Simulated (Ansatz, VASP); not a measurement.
One calculation of Li2TaO2, two programs

```
CELL_PARAMETERS angstrom
4.31889 0.00000 0.00000
-2.15944 3.74027 0.00000
0.00000 0.00000 3.65168
ATOMIC_POSITIONS crystal
Li 0.33333 0.66667 0.50000
Li 0.66667 0.33333 0.50000
Ta 0.00000 0.00000 0.00000
O 0.33333 0.66667 0.00000
O 0.66667 0.33333 0.00000
```

Alike in both runs: task single point; functional PBE; k mesh 6 × 6 × 6; occupations gaussian, width 0.1 eV; collinear spin.

|  | VASP | Ansatz |
| --- | --- | --- |
| version | VASP 6.6.1 | Ansatz 0.2.0 |
| potentials or method | VASP PAW PBE potentials, release 64 (Li_sv, Ta_pv, O), cutoff 520 eV | scalar-relativistic, plane waves, PAW |
| valence electrons in the cell | 29 | 31 |

|  | VASP | Ansatz | Ansatz less VASP |
| --- | --- | --- | --- |
| gap on the k mesh at the Fermi level (eV) | none | none | - |
| net moment per atom (μB) | 0.00 | 0.00 | 0.000 |

A gap of «none» marks a metal or a gap that the smearing closes. The functional is the same, so the differences come from potentials, cutoffs and numerics. VASP's potentials hold 29 valence electrons a cell and Ansatz's 31, so a difference there can come from the potentials and not from the codes. Ansatz's warnings: seeded moment not kept.

Neither program's run includes spin-orbit coupling. Noted on VASP's run: the cutoff is short for stress, so the pressure is rough.
